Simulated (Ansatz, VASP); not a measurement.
# HfB2: VASP beside Ansatz

File INCAR:

```
PREC     = Accurate       # precision mode
ENCUT    = 500            # plane-wave cutoff, eV
EDIFF    = 1E-6           # SCF threshold, eV
ISMEAR   = -1             # smearing method
SIGMA    = 0.05           # smearing width, eV
LREAL    = F              # projectors in reciprocal space
LASPH    = T              # aspherical terms in the spheres
NELM     = 120            # most SCF steps
ALGO     = Normal         # electronic algorithm
ISIF     = 2              # what is computed and relaxed
LWAVE    = F              # write WAVECAR
LCHARG   = T              # write CHGCAR
GGA      = PE             # functional
LELF     = T              # ELF
LVHAR    = T            
NBANDS   = 15             # bands
GGA_COMPAT= F
```

KPOINTS

```
regular mesh
0
Gamma
  13 13 11
```

File POSCAR:

```
HfB2
1.0
    3.1714001015      0.0000000000      0.0000000000
   -1.5857000508      2.7465130534      0.0000000000
    0.0000000000      0.0000000000      3.4800000000
Hf B
1 2
Direct
    0.0000000000      0.0000000000      0.0000000000
    0.3333333333      0.6666666667      0.5000000000
    0.6666666667      0.3333333333      0.5000000000
```

Input for Ansatz:

```yaml
crystal:
  lattice:
    - [3.1714001015, 0.0, 0.0]
    - [-1.5857000508, 2.7465130534, 0.0]
    - [0.0, 0.0, 3.48]
  atoms:
    - { symbol: Hf, position: [0.0, 0.0, 0.0] }
    - { symbol: B, position: [0.3333333333, 0.6666666667, 0.5] }
    - { symbol: B, position: [0.6666666667, 0.3333333333, 0.5] }
kpoints:
  mp_grid: { grid: [13, 13, 11] }
  band_path:
    path:
      - [0.0, 0.0, 0.0]
      - [0.5, 0.0, 0.0]
      - [0.3333333333, 0.3333333333, 0.0]
      - [0.0, 0.0, 0.0]
      - [0.0, 0.0, 0.5]
      - [0.5, 0.0, 0.5]
      - [0.3333333333, 0.3333333333, 0.5]
      - [0.0, 0.0, 0.5]
      - [0.5, 0.0, 0.5]
    npoints: 5
scf:
  occupations: { method: fermi_dirac, width: 0.05 }
hamiltonian:
  xc: pbe
  pseudopotentials: { kind: all_electron, lapw: { basis_error: 0.0005 } }
output:
  forces: true
  stress: true
  eigenvalues: true
```

Change from the starting cell: equal xx and yy strain of +1 %.

Alike in both runs: task single point; functional PBE; k mesh 13 × 13 × 11; occupations fermi-dirac, width 0.05 eV; no spin polarisation.

```csv
,VASP,Ansatz
version,VASP 6.6.1,Ansatz 0.2.0
potentials or method,"VASP PAW PBE potentials, release 64 (Hf_pv, B), cutoff 500 eV","all-electron LAPW, scalar-relativistic"
```

VASP gave:

- pressure (GPa): -4.1
- traceless stress, the component that is largest in VASP (GPa): 2.85

Q: What did Ansatz give for the same quantities?

A: Pressure (GPa): -3.7; traceless stress, the component that is largest in VASP (GPa): 2.73.

Ansatz ran all-electron here, and VASP with PAW potentials.

Spin-orbit coupling is off throughout.
